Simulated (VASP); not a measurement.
# RbCaBr3 (P4/mmm) in VASP: further runs

Runs on RbCaBr3. Level: LDA. Tasks: single point.

Everything below comes from runs of VASP 6.6.1. Logs are shortened: lines on timing, memory, paths and dates and some standing lists are left out, and cuts for length are marked.

## Step 1: The cell of the first run

It takes space group P4/mmm (No. 123, tetragonal). Conventional cell: a = 5.651 Å, b = 5.651 Å, c = 5.565 Å, α = 90.00°, β = 90.00°, γ = 90.00°. Rb (site symmetry 4/mmm) has 12 Br at 3.97 to 4.00 Å and 8 Ca at 4.87 Å within 5.2 Å. Within 3.7 Å of Ca (site symmetry 4/mmm) lie 6 Br at 2.78 to 2.83 Å. Within 3.7 Å of Br (site symmetry mmm) lie 2 Ca at 2.83 Å. Within 3.7 Å of Br (site symmetry 4/mmm) lie 2 Ca at 2.78 Å.

## Step 2: Single point, LDA (strain -0.015 along x and y, -0.030 along z)

Contents of INCAR:

```
PREC     = Accurate       # precision mode
ENCUT    = 520            # plane-wave cutoff, eV
EDIFF    = 1E-7           # SCF threshold, eV
ISMEAR   = 0              # smearing method
SIGMA    = 0.05           # smearing width, eV
LREAL    = F              # projectors in reciprocal space
LASPH    = T              # aspherical terms in the spheres
NELM     = 100            # most SCF steps
ALGO     = Normal         # electronic algorithm
ISIF     = 2              # what is computed and relaxed
LWAVE    = F              # write WAVECAR
LCHARG   = F              # write CHGCAR
NBANDS   = 28             # bands
```

Contents of KPOINTS:

```
regular mesh
0
Gamma
  4 4 4
```

Contents of POSCAR:

```
RbCaBr3
1.0
    5.6506396500      0.0000000000      0.0000000000
    0.0000000000      5.6506396500      0.0000000000
    0.0000000000      0.0000000000      5.5645893000
Rb Ca Br
1 1 3
Direct
    0.5000000000      0.5000000000      0.5000000000
    0.0000000000      0.0000000000      0.0000000000
    0.5000000000      0.0000000000      0.0000000000
    0.0000000000      0.5000000000      0.0000000000
    0.0000000000      0.0000000000      0.5000000000
```

Potentials or basis: VASP PAW LDA potentials, release 64 (Rb_sv, Ca_sv, Br).

Launch:

```bash
$ cat potpaw_LDA.64/Rb_sv/POTCAR potpaw_LDA.64/Ca_sv/POTCAR potpaw_LDA.64/Br/POTCAR > POTCAR
$ mpirun -np 1 vasp_std > vasp.out
```

OUTCAR:

```text
PREC = Accurate
   ENCUT = 520
   EDIFF = 1E-7
   ISMEAR = 0
   LREAL = F
   LASPH = T
   NELM = 100
   ISIF = 2

 ion  position               nearest neighbor table
   1  0.500  0.500  0.500-   3 3.97   4 3.97   3 3.97   4 3.97   3 3.97   3 3.97   4 3.97   4 3.97
                             5 4.00   5 4.00   5 4.00   5 4.00
   2  0.000  0.000  0.000-   5 2.78   5 2.78   3 2.83   4 2.83   4 2.83   3 2.83
   3  0.500  0.000  0.000-   2 2.83   2 2.83   1 3.97   1 3.97   1 3.97   1 3.97
   4  0.000  0.500  0.000-   2 2.83   2 2.83   1 3.97   1 3.97   1 3.97   1 3.97
   5  0.000  0.000  0.500-   2 2.78   2 2.78   1 4.00   1 4.00   1 4.00   1 4.00

  LATTYP: Found a simple tetragonal cell.
 ALAT       =     5.6506396500
 C/A-ratio  =     0.9847715736

  Lattice vectors:

 A1 = (   5.6506396500,   0.0000000000,   0.0000000000)
 A2 = (   0.0000000000,   5.6506396500,   0.0000000000)
 A3 = (   0.0000000000,   0.0000000000,   5.5645893000)

Analysis of symmetry for initial positions (statically):
=====================================================================
 Subroutine PRICEL returns:
 Original cell was already a primitive cell.

 Routine SETGRP: Setting up the symmetry group for a
 simple tetragonal supercell.

 Subroutine GETGRP returns: Found 16 space group operations
 (whereof 16 operations were pure point group operations)
 out of a pool of 16 trial point group operations.

The static configuration has the point symmetry D_4h.

Analysis of symmetry for dynamics (positions and initial velocities):
=====================================================================
 Subroutine PRICEL returns:
 Original cell was already a primitive cell.

 Routine SETGRP: Setting up the symmetry group for a
 simple tetragonal supercell.

 Subroutine GETGRP returns: Found 16 space group operations
 (whereof 16 operations were pure point group operations)
 out of a pool of 16 trial point group operations.

The dynamic configuration has the point symmetry D_4h.

 Subroutine INISYM returns: Found 16 space group operations
 (whereof 16 operations are pure point group operations),
 and found     1 'primitive' translations

----------------------------------------------------------------------------------------

                                     Primitive cell

  volume of cell :     177.6758

  direct lattice vectors                    reciprocal lattice vectors
     5.650639650  0.000000000  0.000000000     0.176971115  0.000000000  0.000000000
     0.000000000  5.650639650  0.000000000     0.000000000  0.176971115  0.000000000
     0.000000000  0.000000000  5.564589300     0.000000000  0.000000000  0.179707782

  length of vectors
     5.650639650  5.650639650  5.564589300     0.176971115  0.176971115  0.179707782

  position of ions in fractional coordinates (direct lattice)
     0.500000000  0.500000000  0.500000000
     0.000000000  0.000000000  0.000000000
     0.500000000  0.000000000  0.000000000
     0.000000000  0.500000000  0.000000000
     0.000000000  0.000000000  0.500000000

  ion indices of the primitive-cell ions
   primitive index   ion index
                 1           1
                 2           2
                 3           3
                 4           4
                 5           5

----------------------------------------------------------------------------------------

 KPOINTS: regular mesh

Automatic generation of k-mesh.
 Grid dimensions read from file:
 generate k-points for:    4    4    4

 Generating k-lattice:

  Cartesian coordinates                     Fractional coordinates (reciprocal lattice)
     0.044242779  0.000000000  0.000000000     0.250000000  0.000000000  0.000000000
     0.000000000  0.044242779  0.000000000     0.000000000  0.250000000  0.000000000
     0.000000000  0.000000000  0.044926945     0.000000000  0.000000000  0.250000000

  Length of vectors
     0.044242779  0.044242779  0.044926945

  Shift w.r.t. Gamma in fractional coordinates (k-lattice)
     0.000000000  0.000000000  0.000000000

 Subroutine IBZKPT returns following result:
 ===========================================

 Found     18 irreducible k-points:

 Following reciprocal coordinates:
            Coordinates               Weight
  0.000000  0.000000  0.000000      1.000000
  0.250000  0.000000  0.000000      4.000000
  0.500000  0.000000  0.000000      2.000000
  0.250000  0.250000  0.000000      4.000000
  0.500000  0.250000  0.000000      4.000000
  0.500000  0.500000  0.000000      1.000000
[... 10 lines left out ...]
  0.500000  0.250000  0.500000      4.000000
  0.500000  0.500000  0.500000      1.000000
   k-points           NKPTS =     18   k-points in BZ     NKDIM =     18   number of bands    NBANDS=     28
   number of dos      NEDOS =    301   number of ions     NIONS =      5
   total plane-waves  NPLWV =  74088
   dimension x,y,z NGX =    42 NGY =   42 NGZ =   42
   dimension x,y,z NGXF=    84 NGYF=   84 NGZF=   84
   ions per type =               1   1   3
   NGX,Y,Z   is equivalent  to a cutoff of  12.36, 12.36, 12.55 a.u.
   NGXF,Y,Z  is equivalent  to a cutoff of  24.71, 24.71, 25.10 a.u.
 SYSTEM =  unknown system
   PREC   = accura    normal or accurate (medium, high low for compatibility)
   ISTART =      0    job   : 0-new  1-cont  2-samecut
   ICHARG =      2    charge: 1-file 2-atom 10-const
   ISPIN  =      1    spin polarized calculation?
   LNONCOLLINEAR =      F non collinear calculations
   LSORBIT =      F    spin-orbit coupling
   LASPH  =      T    aspherical Exc in radial PAW
   ENCUT  =  520.0 eV  38.22 Ry    6.18 a.u.  10.51 10.51 10.35*2*pi/ulx,y,z
   NELM   =    100;   NELMIN=  2; NELMDL= -5     # of ELM steps
   EDIFF  = 0.1E-06   stopping-criterion for ELM
   LREAL  =      F    real-space projection
   EDIFFG = 0.1E-05   stopping-criterion for IOM
   NSW    =      0    number of steps for IOM
   IBRION =     -1    ionic relax: 0-MD 1-quasi-New 2-CG
   NFREE  =      0    steps in history (QN), initial steepest desc. (CG)
   ISIF   =      2    stress and relaxation
   ISYM   =      2    0-nonsym 1-usesym 2-fastsym
   POTIM  = 0.5000    time-step for ionic-motion
   TEBEG  =    0.0;   TEEND  =   0.0 temperature during run
   PSTRESS=    0.0 pullay stress
   NELECT =      40.0000    total number of electrons
   NUPDOWN=      -1.0000    fix difference up-down
   EMIN   =  10.00;   EMAX   =-10.00  energy-range for DOS
   EFERMI =   0.00;   METHOD = LEGACY
   ISMEAR =     0;   SIGMA  =   0.05  broadening in eV -4-tet -1-fermi 0-gaus
   EFERMI_NEDOS =   21; number of points for ismear=-14 and -15
   IALGO  =     38    algorithm
   IMIX   =      4    mixing-type and parameters
     AMIX     =   0.40;   BMIX     =  1.00
     AMIX_MAG =   1.60;   BMIX_MAG =  1.00
  volume/ion in A,a.u.               =      35.54       239.80
  Fermi-wavevector in a.u.,A,eV,Ry     =   0.995907  1.881991 13.494672  0.991830
  Thomas-Fermi vector in A             =   2.127959
   LORBIT       =      0    0 simple, 1 ext, 2 COOP (PROOUT), +10 PAW based schemes
   GGA     = CA    functional components
   LHFCALC =     F    Hartree Fock is set to
   AEXX    =    0.0000 exact exchange contribution
   IVDW    =     0    specifies the selected vdW correction
   LEPSILON=     F    determine dielectric tensor
   LRPA    =     F    only Hartree local field effects (RPA)
 non-spin polarized calculation
 Gauss-broadening in eV      SIGMA  =   0.05
  energy-cutoff  :      520.00
  volume of cell :      177.68
 maximum number of plane-waves:      4817
   NGX = 21   NGY = 21   NGZ = 21

 number of electron      39.9999987 magnetization

 Free energy of the ion-electron system (eV)
  ---------------------------------------------------
  ext. energy  EPLUGINS =         0.00000000
  ---------------------------------------------------
  free energy    TOTEN  =       -19.29746427 eV

  energy without entropy =      -19.29746427  energy(sigma->0) =      -19.29746427

 E-fermi :  -0.6002     XC(G=0):  -8.1372

 val. band max:       -0.8237425612   @ k =   0.5000   0.5000   0.5000
 cond. band min:       2.9624922386   @ k =   0.0000   0.0000   0.0000
 fundamental gap:      3.7862347998
 Fermi energy:        -0.6002207635

 k-point     1 :       0.0000    0.0000    0.0000
  band No.  band energies     occupation
      1     -39.1805      2.00000
      2     -25.9422      2.00000
      3     -20.5505      2.00000
      4     -20.5404      2.00000
      5     -20.5404      2.00000
      6     -14.0070      2.00000
[... 20 lines left out ...]
     27       5.1822      0.00000
     28       5.1928      0.00000

 k-point     2 :       0.2500    0.0000    0.0000
  band No.  band energies     occupation
      1     -39.1804      2.00000
      2     -25.9420      2.00000
      3     -20.5525      2.00000
      4     -20.5504      2.00000
      5     -20.5402      2.00000
      6     -13.9557      2.00000
[... 20 lines left out ...]
     27       5.4221      0.00000
     28       5.5158      0.00000

 k-point     3 :       0.5000    0.0000    0.0000
  band No.  band energies     occupation
      1     -39.1804      2.00000
      2     -25.9419      2.00000
      3     -20.5646      2.00000
      4     -20.5502      2.00000
      5     -20.5400      2.00000
      6     -13.9070      2.00000
[... 20 lines left out ...]
     27       5.7468      0.00000
     28       6.2470      0.00000

 k-point     4 :       0.2500    0.2500    0.0000
  band No.  band energies     occupation
      1     -39.1804      2.00000
      2     -25.9419      2.00000
      3     -20.5524      2.00000
      4     -20.5523      2.00000
      5     -20.5502      2.00000
      6     -13.9015      2.00000
[... 392 lines left out ...]
     27       6.6132      0.00000
     28       6.6282      0.00000

 k-point    17 :       0.5000    0.2500    0.5000
  band No.  band energies     occupation
      1     -39.1802      2.00000
      2     -25.9414      2.00000
      3     -20.5804      2.00000
      4     -20.5640      2.00000
      5     -20.5518      2.00000
      6     -13.6739      2.00000
[... 20 lines left out ...]
     27       6.0505      0.00000
     28       6.5552      0.00000

 k-point    18 :       0.5000    0.5000    0.5000
  band No.  band energies     occupation
      1     -39.1802      2.00000
      2     -25.9413      2.00000
      3     -20.5802      2.00000
      4     -20.5638      2.00000
      5     -20.5638      2.00000
      6     -13.6336      2.00000
[... 20 lines left out ...]
     27       5.6903      0.00000
     28       7.6639      0.00000

------------------------ aborting loop because EDIFF is reached ----------------------------------------

  FORCE on cell =-STRESS in cart. coord.  units (eV):
  Direction    XX          YY          ZZ          XY          YZ          ZX
  --------------------------------------------------------------------------------------
  -------------------------------------------------------------------------------------
  Total       -1.7136588     -1.7136588     -1.0080281      0.0000000     -0.0000000      0.0000000
  in kB      -15.4527794    -15.4527794     -9.0898114      0.0000000     -0.0000000      0.0000000
  external PRESSURE =     -13.3317901 kB  Pullay stress =       0.0000000 kB

 VOLUME and BASIS-vectors are now :
 -----------------------------------------------------------------------------
  energy-cutoff  :      520.00
  volume of cell :      177.68
      direct lattice vectors                 reciprocal lattice vectors
     5.650639650  0.000000000  0.000000000     0.176971115  0.000000000  0.000000000
     0.000000000  5.650639650  0.000000000     0.000000000  0.176971115  0.000000000
     0.000000000  0.000000000  5.564589300     0.000000000  0.000000000  0.179707782

 POSITION                                       TOTAL-FORCE (eV/Angst)
 -----------------------------------------------------------------------------------
      2.82532      2.82532      2.78229         0.000000      0.000000      0.000000
      0.00000      0.00000      0.00000         0.000000      0.000000      0.000000
      2.82532      0.00000      0.00000         0.000000      0.000000      0.000000
      0.00000      2.82532      0.00000         0.000000      0.000000      0.000000
      0.00000      0.00000      2.78229         0.000000      0.000000      0.000000
 -----------------------------------------------------------------------------------
    total drift:                                0.000000      0.000000     -0.000000

  FREE ENERGIE OF THE ION-ELECTRON SYSTEM (eV)
  ---------------------------------------------------
  free  energy   TOTEN  =       -19.2974642673 eV

  energy  without entropy=      -19.2974642673  energy(sigma->0) =      -19.29746427
```

Wall time 37 s (1 thread of Intel Xeon 6975P-C (Granite Rapids), shared host); peak memory 0.26 GiB.

What came out:

```yaml
Free_energy: -19.2975 eV
Pressure: -1.3 GPa
Band_gap_on_the_k_mesh: 3.79 eV, indirect (least direct gap 4.09 eV)
```

Levels at points of the mesh, in eV from the valence-band top:
```csv
k point,band 18,band 19,band 20,band 21,band 22,band 23
"(0.00, 0.00, 0.00)",-0.31,-0.31,-0.30,3.79,4.54,4.54
"(0.50, 0.00, 0.00)",-0.81,-0.45,-0.44,4.70,5.58,5.72
"(0.50, 0.50, 0.00)",-1.00,-1.00,-0.04,5.77,5.77,6.04
"(0.00, 0.00, 0.50)",-0.82,-0.46,-0.46,4.72,5.52,5.82
"(0.50, 0.00, 0.50)",-0.96,-0.96,-0.02,5.79,5.86,5.94
"(0.50, 0.50, 0.50)",-0.03,0.00,0.00,5.25,6.07,6.07
```

Caveat: the cell differs from its parent crystal (strain -0.015 along x and y, -0.030 along z). A k mesh can miss the band edges.

## Step 3: Single point, LDA (strain +0.000 along x and y, -0.030 along z)

Contents of INCAR:

```
PREC = Accurate ; ENCUT = 520
EDIFF = 1E-6 ; ISMEAR = 0
SIGMA = 0.05 ; LREAL = F
LASPH = T ; NELM = 100
ALGO = Normal ; ISIF = 2
LWAVE = F ; LCHARG = F
GGA = CA ; NBANDS = 28
```

KPOINTS is that of step 2.

Changes to POSCAR since step 2:

```diff
@@ -2,4 +2,4 @@
 1.0
-    5.6506396500      0.0000000000      0.0000000000
-    0.0000000000      5.6506396500      0.0000000000
+    5.7366900000      0.0000000000      0.0000000000
+    0.0000000000      5.7366900000      0.0000000000
     0.0000000000      0.0000000000      5.5645893000
```

Potentials or basis: VASP PAW LDA potentials, release 64 (Rb_sv, Ca_sv, Br).

Launch:

```bash
$ cat potpaw_LDA.64/Rb_sv/POTCAR potpaw_LDA.64/Ca_sv/POTCAR potpaw_LDA.64/Br/POTCAR > POTCAR
$ mpirun -np 1 vasp_std > vasp.out
```

It took 37 s on 1 thread of Intel Xeon 6975P-C (Granite Rapids), shared host; peak memory 0.29 GiB.

It converged, with:

| Property | Result |
| --- | --- |
| Free energy | -19.2330 eV |
| Pressure | -1.9 GPa |
| Band gap on the k mesh | 3.72 eV, indirect (least direct gap 4.03 eV) |

Stress tensor (GPa, compression positive):
```
-2.25  0.00  0.00
 0.00 -2.25  0.00
 0.00  0.00 -1.11
```

Levels at points of the mesh, in eV from the valence-band top:
| k point | band 18 | band 19 | band 20 | band 21 | band 22 | band 23 |
| --- | --- | --- | --- | --- | --- | --- |
| (0.00, 0.00, 0.00) | -0.31 | -0.31 | -0.31 | 3.72 | 4.55 | 4.55 |
| (0.50, 0.00, 0.00) | -0.77 | -0.43 | -0.43 | 4.69 | 5.46 | 5.61 |
| (0.50, 0.50, 0.00) | -0.96 | -0.96 | -0.06 | 5.65 | 5.65 | 5.98 |
| (0.00, 0.00, 0.50) | -0.77 | -0.45 | -0.45 | 4.73 | 5.35 | 5.80 |
| (0.50, 0.00, 0.50) | -0.91 | -0.91 | -0.01 | 5.71 | 5.79 | 5.83 |
| (0.50, 0.50, 0.50) | -0.04 | 0.00 | 0.00 | 5.23 | 6.03 | 6.03 |

Caveat: the cell differs from its parent crystal (strain +0.000 along x and y, -0.030 along z). A k mesh can miss the band edges.

(Part 1 of 2 ends here.)
